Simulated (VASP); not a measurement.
# Ru: relaxation of cell and atoms with LDA

Ru:

```xyz
2
Lattice="2.7000 0.0000 0.0000 -1.3500 2.3383 0.0000 0.0000 0.0000 4.2768" Properties=species:S:1:pos:R:3 pbc="T T T"
Ru    0.0000    0.0000    0.0000
Ru    0.0000    1.5588    2.1384
```

```json
{"Program": "VASP 6.6.1", "Task": "relaxation of cell and atoms", "Functional": "LDA", "Potentials or basis": "VASP PAW LDA potentials, release 64 (Ru_pv)", "Cutoff": "600 eV", "k mesh": "23 × 23 × 13", "Occupations": "methfessel-paxton, width 0.1 eV", "Spin": "no spin polarisation", "Dipole correction": "no", "Further INCAR settings": "ALGO = Normal; EDIFF = 1e-06; IBRION = 2; EDIFFG = -0.005; NSW = 60; ISIF = 3"}
```

The relaxed volume is 13.12 Å³/atom, the relaxed cell is a = 2.677 Å, b = 2.677 Å, c = 4.227 Å, α = 90.00°, β = 90.00°, γ = 120.00° and the space group after relaxing (to 0.05 Å) is P6_3/mmc (No. 194). The energy gained by relaxing is 12.3 meV/atom. The ionic steps are 13, the pressure after relaxing is 0.0 GPa and the band gap on the k mesh is zero (band 14 reaches 15.01 eV, above the bottom of band 15 at 11.67 eV).

Step by step:
| step | energy change (eV) | largest force (eV/Å) | pressure (GPa) | volume (Å³) |
| --- | --- | --- | --- | --- |
| 1 | 0.0000 | 0.0000 | -9.93 | 27.00 |
| 2 | 0.2763 | 0.0000 | 44.11 | 23.86 |
| 3 | -0.0245 | 0.0000 | -0.45 | 26.27 |
| 4 | -0.0246 | 0.0000 | 0.03 | 26.24 |
| 5 | -0.0246 | 0.0000 | 0.23 | 26.22 |
| 6 | -0.0245 | 0.0000 | -0.58 | 26.28 |
| 7 | -0.0246 | 0.0000 | -0.03 | 26.24 |
| 8 | -0.0246 | 0.0000 | -0.15 | 26.25 |
| 9 | -0.0246 | 0.0000 | -0.17 | 26.25 |
| 10 | -0.0246 | 0.0000 | -0.11 | 26.25 |
| 11 | -0.0246 | 0.0000 | 0.05 | 26.23 |
| 12 | -0.0246 | 0.0000 | 0.04 | 26.24 |
| 13 | -0.0246 | 0.0000 | -0.05 | 26.24 |

Final structure:
```cif
data_structure
_symmetry_space_group_name_H-M 'P 1'
_symmetry_Int_Tables_number 1
_cell_length_a 2.6773
_cell_length_b 2.6773
_cell_length_c 4.2271
_cell_angle_alpha 90.000
_cell_angle_beta 90.000
_cell_angle_gamma 120.000
_cell_volume 26.24
loop_
_atom_site_label
_atom_site_type_symbol
_atom_site_fract_x
_atom_site_fract_y
_atom_site_fract_z
_atom_site_occupancy
Ru1 Ru 0.00000 0.00000 0.00000 1
Ru2 Ru 0.33333 0.66667 0.50000 1
```

Levels at points of the mesh, in eV from the Fermi level:
```
           k point  band 11  band 12  band 13  band 14  band 15  band 16  band 17  band 18
(0.00, 0.00, 0.00)    -2.57    -2.05    -2.05    -1.51    -1.51     1.24     1.24     1.35
```

Run time: 7.4 min on 1 thread of Intel(R) Xeon(R) 6975P-C (Granite Rapids), with other jobs on the host, peak memory 0.31 GiB.
